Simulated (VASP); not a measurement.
# Ti (Fm-3m) in VASP: further runs

The runs below take Ti through electric field gradients, with LDA.

Program: VASP 6.6.1. These are calculated values, not measurements. Logs are shortened: lines on timing, memory, paths and dates and some standing lists are left out, and cuts for length are marked.

### 1 The cell of the first run

The structure is cubic, space group Fm-3m (No. 225). Conventional cell: a = 4.033 Å, b = 4.033 Å, c = 4.033 Å, α = 90.00°, β = 90.00°, γ = 90.00°. Within 3.8 Å of Ti (site symmetry m-3m) lie 12 Ti at 2.85 Å.

### 2 Electric field gradients, LDA (volume scaled by 0.98)

Contents of INCAR:

```
PREC = Accurate
ENCUT = 400
EDIFF = 1E-8
ISMEAR = -1
SIGMA = 0.05
LREAL = False
LASPH = True
NELM = 120
ALGO = Normal
ISIF = 2
LWAVE = False
LCHARG = False
LEFG = True
NBANDS = 12
GGA_COMPAT = False
```

Contents of KPOINTS:

```
regular mesh
0
Gamma
  15 15 15
```

Contents of POSCAR:

```
Ti
1.0
    0.0000000000      2.0163754284      2.0163754284
    2.0163754284      0.0000000000      2.0163754284
    2.0163754284      2.0163754284      0.0000000000
Ti
1
Direct
    0.0000000000      0.0000000000      0.0000000000
```

Potentials or basis: VASP PAW LDA potentials, release 64 (Ti_sv).

On the command line:

```sh
cat potpaw_LDA.64/Ti_sv/POTCAR > POTCAR
mpirun -np 1 vasp_std > vasp.out
```

OUTCAR:

```text
PREC = Accurate
   ENCUT = 400
   EDIFF = 1E-8
   ISMEAR = -1
   LREAL = False
   LASPH = True
   NELM = 120
   ISIF = 2

 ion  position               nearest neighbor table
   1  0.000  0.000  0.000-

  LATTYP: Found a face centered cubic cell.
 ALAT       =     4.0327508568

  Lattice vectors:

 A1 = (   0.0000000000,   2.0163754284,   2.0163754284)
 A2 = (   2.0163754284,   0.0000000000,   2.0163754284)
 A3 = (   2.0163754284,   2.0163754284,   0.0000000000)

Analysis of symmetry for initial positions (statically):
=====================================================================
 Subroutine PRICEL returns:
 Original cell was already a primitive cell.

 Routine SETGRP: Setting up the symmetry group for a
 face centered cubic supercell.

 Subroutine GETGRP returns: Found 48 space group operations
 (whereof 48 operations were pure point group operations)
 out of a pool of 48 trial point group operations.

The static configuration has the point symmetry O_h .

Analysis of symmetry for dynamics (positions and initial velocities):
=====================================================================
 Subroutine PRICEL returns:
 Original cell was already a primitive cell.

 Routine SETGRP: Setting up the symmetry group for a
 face centered cubic supercell.

 Subroutine GETGRP returns: Found 48 space group operations
 (whereof 48 operations were pure point group operations)
 out of a pool of 48 trial point group operations.

The dynamic configuration has the point symmetry O_h .

 Subroutine INISYM returns: Found 48 space group operations
 (whereof 48 operations are pure point group operations),
 and found     1 'primitive' translations

----------------------------------------------------------------------------------------

                                     Primitive cell

  volume of cell :      16.3962

  direct lattice vectors                    reciprocal lattice vectors
     0.000000000  2.016375428  2.016375428    -0.247969695  0.247969695  0.247969695
     2.016375428  0.000000000  2.016375428     0.247969695 -0.247969695  0.247969695
     2.016375428  2.016375428  0.000000000     0.247969695  0.247969695 -0.247969695

  length of vectors
     2.851585478  2.851585478  2.851585478     0.429496110  0.429496110  0.429496110

[... 122 lines left out ...]

  energy without entropy =       -8.48143228  energy(sigma->0) =       -8.48849053

 E-fermi :   8.6205     XC(G=0): -12.0637

 val. band max:        8.6068393896   @ k =   0.2667   0.1333   0.0667
 cond. band min:       8.6257619624   @ k =  -0.4667   0.1333   0.0667
 fundamental gap:      0.0189225728
 Fermi energy:         8.6205401156

 k-point     1 :       0.0000    0.0000    0.0000
  band No.  band energies     occupation
      1     -47.3095      2.00000
      2     -23.4712      2.00000
      3     -23.4712      2.00000
      4     -23.4712      2.00000
      5       2.4954      2.00000
      6       9.4893      0.00000
      7       9.4893      0.00000
      8       9.4893      0.00000
      9      11.2287      0.00000
     10      11.2287      0.00000
     11      24.2765      0.00000
     12      28.9538      0.00000
[... 331 lines left out ...]
 k-point    24 :       0.2000    0.1333    0.0000
  band No.  band energies     occupation
      1     -47.2517      2.00000
      2     -23.7092      2.00000
      3     -23.5444      2.00000
      4     -23.5377      2.00000
      5       3.7714      2.00000
      6       8.6460      0.75051
      7       9.9609      0.00000
      8      10.0383      0.00000
      9      10.5365      0.00000
     10      11.5010      0.00000
     11      24.9411      0.00000
     12      25.6358      0.00000

 [... further k-points ...]

------------------------ aborting loop because EDIFF is reached ----------------------------------------

  FORCE on cell =-STRESS in cart. coord.  units (eV):
  Direction    XX          YY          ZZ          XY          YZ          ZX
  --------------------------------------------------------------------------------------
  -------------------------------------------------------------------------------------
  Total       -0.3608128     -0.3608128     -0.3608128      0.0000000     -0.0000000      0.0000000
  in kB      -35.2572431    -35.2572431    -35.2572431      0.0000000     -0.0000000      0.0000000
  external PRESSURE =     -35.2572431 kB  Pullay stress =       0.0000000 kB

 VOLUME and BASIS-vectors are now :
 -----------------------------------------------------------------------------
  energy-cutoff  :      400.00
  volume of cell :       16.40
      direct lattice vectors                 reciprocal lattice vectors
     0.000000000  2.016375428  2.016375428    -0.247969695  0.247969695  0.247969695
     2.016375428  0.000000000  2.016375428     0.247969695 -0.247969695  0.247969695
     2.016375428  2.016375428  0.000000000     0.247969695  0.247969695 -0.247969695

 POSITION                                       TOTAL-FORCE (eV/Angst)
 -----------------------------------------------------------------------------------
      0.00000      0.00000      0.00000         0.000000      0.000000      0.000000
 -----------------------------------------------------------------------------------
    total drift:                                0.000000      0.000000      0.000000

  FREE ENERGIE OF THE ION-ELECTRON SYSTEM (eV)
  ---------------------------------------------------
  free  energy   TOTEN  =        -8.4955487805 eV

  energy  without entropy=       -8.4814322775  energy(sigma->0) =       -8.48849053

 Electric field gradients (V/A^2)
---------------------------------------------------------------------
 ion       V_xx      V_yy      V_zz      V_xy      V_xz      V_yz
---------------------------------------------------------------------
   1      -0.000     0.000     0.000     0.001     0.001     0.001
---------------------------------------------------------------------

 Electric field gradients after diagonalization (V/A^2)
 (convention: |V_zz| > |V_xx| > |V_yy|)
----------------------------------------------------------------------
 ion       V_xx      V_yy      V_zz     asymmetry (V_yy - V_xx)/ V_zz
----------------------------------------------------------------------
   1      -0.001    -0.001     0.002       0.000
----------------------------------------------------------------------

           NMR quadrupolar parameters

 Cq : quadrupolar parameter    Cq=e*Q*V_zz/h
 eta: asymmetry parameters     (V_yy - V_xx)/ V_zz
 Q  : nuclear electric quadrupole moment in mb (millibarn)
----------------------------------------------------------------------
 ion       Cq(MHz)       eta       Q (mb)
----------------------------------------------------------------------
   1       0.000       0.000       1.000
----------------------------------------------------------------------
```

OSZICAR:

```text
N       E                     dE             d eps       ncg     rms          rms(c)
DAV:   1     0.755388167769E+02    0.75539E+02   -0.58278E+03  2888   0.104E+03
DAV:   2    -0.611457363376E+01   -0.81653E+02   -0.79374E+02  2932   0.271E+02
DAV:   3    -0.939533343766E+01   -0.32808E+01   -0.32516E+01  3780   0.575E+01
DAV:   4    -0.946624771343E+01   -0.70914E-01   -0.70873E-01  3288   0.772E+00
DAV:   5    -0.946787797772E+01   -0.16303E-02   -0.16302E-02  3384   0.104E+00    0.862E+00
DAV:   6    -0.850802871951E+01    0.95985E+00   -0.19655E+00  3116   0.205E+01    0.230E+00
DAV:   7    -0.848926493593E+01    0.18764E-01   -0.93825E-02  3512   0.329E+00    0.127E+00
DAV:   8    -0.849535033247E+01   -0.60854E-02   -0.37293E-02  3000   0.255E+00    0.166E-01
DAV:   9    -0.849553553396E+01   -0.18520E-03   -0.26717E-03  3604   0.597E-01    0.712E-02
DAV:  10    -0.849555826983E+01   -0.22736E-04   -0.23835E-04  3120   0.183E-01    0.953E-03
DAV:  11    -0.849554991437E+01    0.83555E-05   -0.16330E-05  3364   0.581E-02    0.112E-02
DAV:  12    -0.849554876228E+01    0.11521E-05   -0.33425E-06  3168   0.235E-02    0.919E-04
DAV:  13    -0.849554880464E+01   -0.42359E-07   -0.64226E-08  3344   0.254E-03    0.569E-04
DAV:  14    -0.849554877968E+01    0.24965E-07   -0.86218E-09  2172   0.150E-03    0.257E-05
DAV:  15    -0.849554878048E+01   -0.80377E-09   -0.61304E-10  1704   0.248E-04
   1 F= -.84955488E+01 E0= -.84884905E+01  d E =-.141165E-01
```

stdout:

```text
POSCAR found type information on POSCAR Ti
 POSCAR found :  1 types and       1 ions
 scaLAPACK will be used
 LDA part: xc-table for (Slater(with rela. corr.)+CA(PZ))
 , standard interpolation
 POSCAR, INCAR and KPOINTS ok, starting setup
 FFT: planning ... GRIDC
 FFT: planning ... GRID_SOFT
 FFT: planning ... GRID
 WAVECAR not read
 entering main loop
ion   1
```

It took 10 s on 1 thread of Intel Xeon 6975P-C (Granite Rapids), shared host; peak memory 0.13 GiB.

Results:

```yaml
Free_energy: -8.4955 eV
Pressure: -3.5 GPa
Band_gap_on_the_k_mesh: zero (band 6 reaches 9.49 eV, above the bottom of band 7 at 8.29 eV)
```

Caveat: without QUAD_EFG the Cq values of the log hold for a quadrupole moment of 1 mb, not for the nuclei.

### 3 Electric field gradients, LDA (volume scaled by 0.98)

Contents of INCAR:

```
PREC = Accurate
ENCUT = 400
EDIFF = 1E-8
ISMEAR = -1
SIGMA = 0.05
LREAL = F
LASPH = T
NELM = 120
ALGO = Normal
ISIF = 2
LWAVE = F
LCHARG = F
GGA = CA
LEFG = T
NBANDS = 12
GGA_COMPAT = F
```

KPOINTS is that of step 2.

POSCAR is that of step 2.

Potentials or basis: VASP PAW LDA potentials, release 64 (Ti_sv).

On the command line:

```sh
cat potpaw_LDA.64/Ti_sv/POTCAR > POTCAR
mpirun -np 1 vasp_std > vasp.out
```

OUTCAR:

```text
PREC = Accurate
   ENCUT = 400
   EDIFF = 1E-8
   ISMEAR = -1
   LREAL = F
   LASPH = T
   NELM = 120
   ISIF = 2
   GGA = CA

 ion  position               nearest neighbor table
   1  0.000  0.000  0.000-

  LATTYP: Found a face centered cubic cell.
 ALAT       =     4.0327508568

  Lattice vectors:

 A1 = (   0.0000000000,   2.0163754284,   2.0163754284)
 A2 = (   2.0163754284,   0.0000000000,   2.0163754284)
 A3 = (   2.0163754284,   2.0163754284,   0.0000000000)

Analysis of symmetry for initial positions (statically):
=====================================================================
 Subroutine PRICEL returns:
 Original cell was already a primitive cell.

 Routine SETGRP: Setting up the symmetry group for a
 face centered cubic supercell.

 Subroutine GETGRP returns: Found 48 space group operations
[... 539 lines left out ...]
  external PRESSURE =     -35.2572431 kB  Pullay stress =       0.0000000 kB

 VOLUME and BASIS-vectors are now :
 -----------------------------------------------------------------------------
  energy-cutoff  :      400.00
  volume of cell :       16.40
      direct lattice vectors                 reciprocal lattice vectors
     0.000000000  2.016375428  2.016375428    -0.247969695  0.247969695  0.247969695
     2.016375428  0.000000000  2.016375428     0.247969695 -0.247969695  0.247969695
     2.016375428  2.016375428  0.000000000     0.247969695  0.247969695 -0.247969695

 POSITION                                       TOTAL-FORCE (eV/Angst)
 -----------------------------------------------------------------------------------
      0.00000      0.00000      0.00000         0.000000      0.000000      0.000000
 -----------------------------------------------------------------------------------
    total drift:                                0.000000      0.000000      0.000000

  FREE ENERGIE OF THE ION-ELECTRON SYSTEM (eV)
  ---------------------------------------------------
  free  energy   TOTEN  =        -8.4955487805 eV

  energy  without entropy=       -8.4814322775  energy(sigma->0) =       -8.48849053

 Electric field gradients (V/A^2)
---------------------------------------------------------------------
 ion       V_xx      V_yy      V_zz      V_xy      V_xz      V_yz
---------------------------------------------------------------------
   1      -0.000     0.000     0.000     0.001     0.001     0.001
---------------------------------------------------------------------

 Electric field gradients after diagonalization (V/A^2)
 (convention: |V_zz| > |V_xx| > |V_yy|)
----------------------------------------------------------------------
 ion       V_xx      V_yy      V_zz     asymmetry (V_yy - V_xx)/ V_zz
----------------------------------------------------------------------
   1      -0.001    -0.001     0.002       0.000
----------------------------------------------------------------------

           NMR quadrupolar parameters

 Cq : quadrupolar parameter    Cq=e*Q*V_zz/h
 eta: asymmetry parameters     (V_yy - V_xx)/ V_zz
 Q  : nuclear electric quadrupole moment in mb (millibarn)
----------------------------------------------------------------------
 ion       Cq(MHz)       eta       Q (mb)
----------------------------------------------------------------------
   1       0.000       0.000       1.000
----------------------------------------------------------------------
```

stdout:

```text
POSCAR found type information on POSCAR Ti
 POSCAR found :  1 types and       1 ions
 scaLAPACK will be used
 LDA part: xc-table for (Slater(with rela. corr.)+CA(PZ))
 , standard interpolation
 POSCAR, INCAR and KPOINTS ok, starting setup
 FFT: planning ... GRIDC
 FFT: planning ... GRID_SOFT
 FFT: planning ... GRID
 WAVECAR not read
 entering main loop
ion   1
```

It took 9.5 s on 1 thread of Intel Xeon 6975P-C (Granite Rapids), shared host; peak memory 0.12 GiB.

Results:

```yaml
Free_energy: -8.4955 eV
Pressure: -3.5 GPa
Band_gap_on_the_k_mesh: zero (band 6 reaches 9.49 eV, above the bottom of band 7 at 8.29 eV)
```

Caveat: without QUAD_EFG the Cq values of the log hold for a quadrupole moment of 1 mb, not for the nuclei.
